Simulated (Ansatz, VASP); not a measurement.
One calculation of Si2W, two programs

```xyz
3
Lattice="-1.6063 1.6063 3.9028 1.6063 -1.6063 3.9028 1.6063 1.6063 -3.9028" Properties=species:S:1:pos:R:3 pbc="T T T"
Si    0.0000    0.0000    2.6140
Si    0.0000    0.0000    5.1916
W     0.0000    0.0000    0.0000
```

Alike in both runs: functional r2SCAN; k mesh 10 × 10 × 10; occupations fermi-dirac, width 0.1 eV; no spin polarisation.

Ansatz relaxed the structure, and its values are those at the end. VASP's run is a single point on that final structure, the one shown.

```csv
,VASP,Ansatz
version,VASP 6.6.1,Ansatz 0.2.0
potentials or method,"VASP PAW PBE potentials, release 64 (Si, W_sv), cutoff 520 eV",PAW plane waves
valence electrons in the cell,22,22
```

Ansatz gave:

| Property | Result |
| --- | --- |
| gap on the k mesh at the Fermi level (eV) | none |
| pressure (GPa) | 0.0 |

Estimate VASP's values.

gap on the k mesh at the Fermi level (eV): none; pressure (GPa): 0.1.

VASP's potentials were made for PBE, not for r2SCAN. A gap of «none» marks a metal or a gap that the smearing closes.

Spin-orbit coupling is off throughout.
